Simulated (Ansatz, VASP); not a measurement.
InSb3: VASP beside Ansatz

```xyz
4
Lattice="0.0000 3.7946 3.7946 3.7946 0.0000 3.7946 3.7946 3.7946 0.0000" Properties=species:S:1:pos:R:3 pbc="T T T"
In    0.0000    0.0000    0.0000
Sb    1.8973    1.8973    1.8973
Sb    5.6918    5.6918    5.6918
Sb    3.7946    3.7946    3.7946
```

Alike in both runs: task single point; functional PBE; k mesh 4 × 4 × 4; occupations gaussian, width 0.1 eV; no spin polarisation.

|  | VASP | Ansatz |
| --- | --- | --- |
| version | VASP 6.6.1 | Ansatz 0.2.0 |
| potentials or method | VASP PAW PBE potentials, release 64 (In_d, Sb), cutoff 520 eV | scalar-relativistic, plane waves, PAW |
| valence electrons in the cell | 28 | 58 |

|  | VASP | Ansatz | Ansatz less VASP |
| --- | --- | --- | --- |
| gap on the k mesh at the Fermi level (eV) | none | none | - |
| pressure (GPa) | -1.4 | -1.3 | +0.10 |

A gap of «none» marks a metal or a gap that the smearing closes. VASP's potentials hold 28 valence electrons a cell and Ansatz's 58, so a difference there can come from the potentials and not from the codes.

Neither program's run includes spin-orbit coupling.
